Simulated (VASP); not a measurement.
# Si2W (P6_222) in VASP: a series of runs, part 2 of 3

VASP 6.6.1. The steps go on from the part before.

**3. Single point, LDA**

The input, INCAR:

```
PREC = Accurate ; ENCUT = 520
EDIFF = 1E-6 ; ISMEAR = 0
SIGMA = 0.03 ; LREAL = False
LASPH = True ; NELM = 80
ALGO = Normal ; ISIF = 2
LWAVE = False ; LCHARG = True
GGA = CA ; LELF = True
LVHAR = True ; NBANDS = 43
```

The input, KPOINTS:

```
regular mesh
0
Gamma
  9 9 6
```

The input, POSCAR:

```
Si2W
1.0
    4.4362922824      0.0000000000      0.0000000000
   -2.2181461412      3.8419418152      0.0000000000
    0.0000000000      0.0000000000      6.9126306345
Si W
6 3
Direct
    0.8255546399      0.6511092798      0.5000000000
    0.1744453601      0.8255546399      0.8333333333
    0.6511092798      0.8255546399      0.1666666667
    0.1744453601      0.3488907202      0.5000000000
    0.8255546399      0.1744453601      0.8333333333
    0.3488907202      0.1744453601      0.1666666667
    0.0000000000      0.5000000000      0.1666666667
    0.5000000000      0.5000000000      0.8333333333
    0.5000000000      0.0000000000      0.5000000000
```

Potentials or basis: VASP PAW LDA potentials, release 64 (Si, W_sv).

Started as:

```bash
> cat potpaw_LDA.64/Si/POTCAR potpaw_LDA.64/W_sv/POTCAR > POTCAR
> mpirun -np 1 vasp_std > vasp.out
```

OUTCAR:

```text
PREC = Accurate
   ENCUT = 520
   EDIFF = 1E-6
   ISMEAR = 0
   LREAL = False
   LASPH = True
   NELM = 80
   ISIF = 2
   GGA = CA

 ion  position               nearest neighbor table
   1  0.826  0.651  0.500-   9 2.50   4 2.50   4 2.50   9 2.59   9 2.59   8 2.62   7 2.62   2 2.67
                             3 2.67   4 2.68   6 3.13   5 3.13
   2  0.174  0.826  0.833-   8 2.50   5 2.50   5 2.50   8 2.59   8 2.59   9 2.62   7 2.62   1 2.67
                             6 2.67   5 2.68   4 3.13   3 3.13
   3  0.651  0.826  0.167-   7 2.50   6 2.50   6 2.50   7 2.59   7 2.59   9 2.62   8 2.62   1 2.67
                             5 2.67   6 2.68   4 3.13   2 3.13
   4  0.174  0.349  0.500-   9 2.50   1 2.50   1 2.50   9 2.59   9 2.59   7 2.62   8 2.62   5 2.67
                             6 2.67   1 2.68   3 3.13   2 3.13
   5  0.826  0.174  0.833-   8 2.50   2 2.50   2 2.50   8 2.59   8 2.59   9 2.62   7 2.62   4 2.67
                             3 2.67   2 2.68   1 3.13   6 3.13
   6  0.349  0.174  0.167-   7 2.50   3 2.50   3 2.50   7 2.59   7 2.59   9 2.62   8 2.62   4 2.67
                             2 2.67   3 2.68   1 3.13   5 3.13
   7  0.000  0.500  0.167-   3 2.50   6 2.50   6 2.59   3 2.59   3 2.59   6 2.59   4 2.62   1 2.62
                             5 2.62   2 2.62   9 3.20   9 3.20   8 3.20   8 3.20
   8  0.500  0.500  0.833-   2 2.50   5 2.50   2 2.59   5 2.59   2 2.59   5 2.59   4 2.62   1 2.62
                             3 2.62   6 2.62   9 3.20   9 3.20   7 3.20   7 3.20
   9  0.500  0.000  0.500-   1 2.50   4 2.50   1 2.59   4 2.59   4 2.59   1 2.59   5 2.62   6 2.62
                             3 2.62   2 2.62   7 3.20   8 3.20   8 3.20   7 3.20

  LATTYP: Found a hexagonal cell.
 ALAT       =     4.4362922824
 C/A-ratio  =     1.5582000000

  Lattice vectors:

 A1 = (   4.4362922824,   0.0000000000,   0.0000000000)
 A2 = (  -2.2181461412,   3.8419418152,   0.0000000000)
 A3 = (   0.0000000000,   0.0000000000,   6.9126306345)

Analysis of symmetry for initial positions (statically):
=====================================================================
 Subroutine PRICEL returns:
 Original cell was already a primitive cell.

 Routine SETGRP: Setting up the symmetry group for a
 hexagonal supercell.

 Subroutine GETGRP returns: Found 12 space group operations
 (whereof  4 operations were pure point group operations)
 out of a pool of 24 trial point group operations.

The static configuration has the point symmetry D_2 .
 The point group associated with its full space group is D_6 .

Analysis of symmetry for dynamics (positions and initial velocities):
=====================================================================
 Subroutine PRICEL returns:
 Original cell was already a primitive cell.

 Routine SETGRP: Setting up the symmetry group for a
 hexagonal supercell.

 Subroutine GETGRP returns: Found 12 space group operations
 (whereof  4 operations were pure point group operations)
 out of a pool of 24 trial point group operations.

The dynamic configuration has the point symmetry D_2 .
 The point group associated with its full space group is D_6 .

 Subroutine INISYM returns: Found 12 space group operations
 (whereof  4 operations are pure point group operations),
 and found     1 'primitive' translations

----------------------------------------------------------------------------------------

                                     Primitive cell

  volume of cell :     117.8187
[... 87 lines left out ...]
   total plane-waves  NPLWV =  69984
   dimension x,y,z NGX =    36 NGY =   36 NGZ =   54
   dimension x,y,z NGXF=    72 NGYF=   72 NGZF=  108
   ions per type =               6   3
   NGX,Y,Z   is equivalent  to a cutoff of  13.49, 13.49, 12.99 a.u.
   NGXF,Y,Z  is equivalent  to a cutoff of  26.98, 26.98, 25.97 a.u.
 SYSTEM =  unknown system
   PREC   = accura    normal or accurate (medium, high low for compatibility)
   ISTART =      0    job   : 0-new  1-cont  2-samecut
   ICHARG =      2    charge: 1-file 2-atom 10-const
   ISPIN  =      1    spin polarized calculation?
   LNONCOLLINEAR =      F non collinear calculations
   LSORBIT =      F    spin-orbit coupling
   LASPH  =      T    aspherical Exc in radial PAW
   ENCUT  =  520.0 eV  38.22 Ry    6.18 a.u.   8.25  8.25 12.85*2*pi/ulx,y,z
   NELM   =     80;   NELMIN=  2; NELMDL= -5     # of ELM steps
   EDIFF  = 0.1E-05   stopping-criterion for ELM
   LREAL  =      F    real-space projection
   EDIFFG = 0.1E-04   stopping-criterion for IOM
   NSW    =      0    number of steps for IOM
   IBRION =     -1    ionic relax: 0-MD 1-quasi-New 2-CG
   NFREE  =      0    steps in history (QN), initial steepest desc. (CG)
   ISIF   =      2    stress and relaxation
   ISYM   =      2    0-nonsym 1-usesym 2-fastsym
   POTIM  = 0.5000    time-step for ionic-motion
   TEBEG  =    0.0;   TEEND  =   0.0 temperature during run
   PSTRESS=    0.0 pullay stress
   NELECT =      66.0000    total number of electrons
   NUPDOWN=      -1.0000    fix difference up-down
   EMIN   =  10.00;   EMAX   =-10.00  energy-range for DOS
   EFERMI =   0.00;   METHOD = LEGACY
   ISMEAR =     0;   SIGMA  =   0.03  broadening in eV -4-tet -1-fermi 0-gaus
   EFERMI_NEDOS =   21; number of points for ismear=-14 and -15
   IALGO  =     38    algorithm
   IMIX   =      4    mixing-type and parameters
     AMIX     =   0.40;   BMIX     =  1.00
     AMIX_MAG =   1.60;   BMIX_MAG =  1.00
  volume/ion in A,a.u.               =      13.09        88.34
  Fermi-wavevector in a.u.,A,eV,Ry     =   1.349537  2.550255 24.779603  1.821249
  Thomas-Fermi vector in A             =   2.477115
   LORBIT       =      0    0 simple, 1 ext, 2 COOP (PROOUT), +10 PAW based schemes
   GGA     = CA    functional components
   LHFCALC =     F    Hartree Fock is set to
   AEXX    =    0.0000 exact exchange contribution
   IVDW    =     0    specifies the selected vdW correction
   LEPSILON=     F    determine dielectric tensor
   LRPA    =     F    only Hartree local field effects (RPA)
 non-spin polarized calculation
 Gauss-broadening in eV      SIGMA  =   0.03
  energy-cutoff  :      520.00
  volume of cell :      117.82
 maximum number of plane-waves:      3198
 NGX is ok and might be reduce to    36
   NGX = 17   NGY = 17   NGZ = 25

 number of electron      66.0000004 magnetization

 Free energy of the ion-electron system (eV)
  ---------------------------------------------------
  ext. energy  EPLUGINS =         0.00000000
  ---------------------------------------------------
  free energy    TOTEN  =       -80.73132878 eV

  energy without entropy =      -80.73132878  energy(sigma->0) =      -80.73132878

 E-fermi :  12.3876     XC(G=0): -12.7766

 val. band max:       12.1569095689   @ k =   0.4444   0.0000   0.5000
 cond. band min:      12.6769245599   @ k =   0.2222   0.1111   0.5000
 fundamental gap:      0.5200149910
 Fermi energy:        12.3876479637

 k-point     1 :       0.0000    0.0000    0.0000
  band No.  band energies     occupation
      1     -60.9496      2.00000
      2     -60.9368      2.00000
      3     -60.9368      2.00000
      4     -25.6794      2.00000
      5     -25.6619      2.00000
      6     -25.6619      2.00000
[... 1093 lines left out ...]
     42      15.8026      0.00000
     43      16.9125      0.00000

 [... further k-points ...]

------------------------ aborting loop because EDIFF is reached ----------------------------------------

  FORCE on cell =-STRESS in cart. coord.  units (eV):
  Direction    XX          YY          ZZ          XY          YZ          ZX
  --------------------------------------------------------------------------------------
  -------------------------------------------------------------------------------------
  Total        7.3699242      7.3699242     -7.7600535      0.0000000     -0.0000000      0.0000000
  in kB      100.2211347    100.2211347   -105.5263724      0.0000000     -0.0000000      0.0000000
  external PRESSURE =      31.6386323 kB  Pullay stress =       0.0000000 kB

 VOLUME and BASIS-vectors are now :
 -----------------------------------------------------------------------------
  energy-cutoff  :      520.00
  volume of cell :      117.82
      direct lattice vectors                 reciprocal lattice vectors
     4.436292282  0.000000000  0.000000000     0.225413462  0.130142523  0.000000000
    -2.218146141  3.841941815  0.000000000     0.000000000  0.260285045  0.000000000
     0.000000000  0.000000000  6.912630635     0.000000000  0.000000000  0.144662727

 POSITION                                       TOTAL-FORCE (eV/Angst)
 -----------------------------------------------------------------------------------
      2.21815      2.50152      3.45632         0.000000      1.487488      0.000000
     -1.05731      3.17173      5.76053        -1.288202      0.743744      0.000000
      1.05731      3.17173      1.15211         1.288202      0.743744      0.000000
      0.00000      1.34042      3.45632         0.000000     -1.487488      0.000000
      3.27546      0.67021      5.76053         1.288202     -0.743744      0.000000
      1.16084      0.67021      1.15211        -1.288202     -0.743744      0.000000
     -1.10907      1.92097      1.15211         0.000000      0.000000     -0.000000
      1.10907      1.92097      5.76053         0.000000      0.000000     -0.000000
      2.21815      0.00000      3.45632         0.000000      0.000000      0.000000
 -----------------------------------------------------------------------------------
    total drift:                                0.000000     -0.000000      0.000000

  FREE ENERGIE OF THE ION-ELECTRON SYSTEM (eV)
  ---------------------------------------------------
  free  energy   TOTEN  =       -80.7313287769 eV

  energy  without entropy=      -80.7313287769  energy(sigma->0) =      -80.73132878
```

Wall time 2.4 min (1 thread of Intel Xeon Platinum 8488C (Sapphire Rapids), shared host); peak memory 0.32 GiB.

What came out:

* Free energy: -80.7313 eV
* Pressure: 3.2 GPa
* Largest force: 1.487 eV/Å
* Band gap on the k mesh: 0.52 eV (least direct gap 0.79 eV)

Forces on the atoms (eV/Å):
```
Si   0.000  1.487  0.000
Si  -1.288  0.744  0.000
Si   1.288  0.744  0.000
Si   0.000 -1.487  0.000
Si   1.288 -0.744  0.000
Si  -1.288 -0.744  0.000
W    0.000  0.000  0.000
W    0.000  0.000  0.000
W    0.000  0.000  0.000
```

Stress tensor (GPa, compression positive):
```
 10.02   0.00   0.00
  0.00  10.02   0.00
  0.00   0.00 -10.55
```

Levels at points of the mesh, in eV from the valence-band top:
```tsv
k point	band 30	band 31	band 32	band 33	band 34	band 35	band 36	band 37
(0.00, 0.00, 0.00)	-2.00	-1.90	-1.56	-0.78	2.80	3.16	3.31	3.31
(0.00, 0.00, 0.50)	-1.75	-0.97	-0.97	-0.89	1.84	2.85	2.85	2.87
```

Caveat: the stress differs along the axes, from -11 to 10 GPa; spin-orbit coupling is left out, which moves the levels of the heavy elements; forces of over 1 eV/Å act on the atoms, so gaps and moduli don't describe the material at rest. A k mesh can miss the band edges.

(Part 2 of 3 ends here.)
